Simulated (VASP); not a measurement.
Crystal: TiPdSe4.

```xyz
6
Lattice="-3.6067 3.6067 2.8831 3.6067 -3.6067 2.8831 3.6067 3.6067 -2.8831" Properties=species:S:1:pos:R:3 pbc="T T T"
Ti    0.0000    0.0000    2.8831
Pd    0.0000    0.0000    0.0000
Se    4.7621    1.1554    1.4415
Se    2.4513   -1.1554    1.4415
Se    1.1554    2.4513    1.4415
Se   -1.1554    4.7621    1.4415
```

The cell was built from a structure type or drawn by symmetry, and may not be a known phase.

* Program: VASP 6.6.1
* Task: relaxation of cell and atoms
* Functional: PBE
* Potentials or basis: VASP PAW PBE potentials, release 64 (Ti_sv, Pd, Se)
* Cutoff: 600 eV
* k mesh: 3 × 3 × 3
* Occupations: gaussian, width 0.15 eV
* Spin: collinear spin
* Starting moments: [1.0, 0.0, 0.0, 0.0, 0.0, 0.0] μB

At the start: pressure -13.6 GPa; volume 25.00 Å³/atom.

Where does the relaxation end?

Over 7 steps the energy falls by 446.9 meV/atom and the volume is 18.94 Å³/atom (-24.3 %); space group I422 (No. 97, to 0.1 Å) before and after; moment 0.00 μB per cell.

The path:
| step | energy change (eV) | largest force (eV/Å) | pressure (GPa) | volume (Å³) |
| --- | --- | --- | --- | --- |
| 1 | 0.0000 | 0.3025 | -13.61 | 150.01 |
| 2 | -2.1931 | 0.1284 | 4.89 | 108.35 |
| 3 | -2.2384 | 0.0606 | 1.06 | 112.29 |
| 4 | -2.4463 | 0.0701 | 1.28 | 111.90 |
| 5 | -2.6465 | 0.0534 | 3.41 | 110.05 |
| 6 | -2.6061 | 0.0931 | -3.70 | 119.16 |
| 7 | -2.6815 | 0.0750 | 0.21 | 113.63 |

Final structure:
```
Ti Pd Se
1.0
    -3.02871    3.02871    3.09674
     3.02871   -3.02871    3.09674
     3.02871    3.02871   -3.09674
Ti Pd Se
1 1 4
Direct
  0.50000 0.50000 0.00000
  0.00000 0.00000 0.00000
  0.41083 0.91083 0.82165
  0.08917 0.58917 0.17835
  0.58917 0.41083 0.50000
  0.91083 0.08917 0.50000
```

Caveat: the k points lie up to 0.48 Å⁻¹ apart in the final cell; the volume moved by over 15 % at a fixed basis, so the end points are rough; the relaxation stopped at a loose force limit of 0.08 eV/Å, so its end isn't a converged minimum.
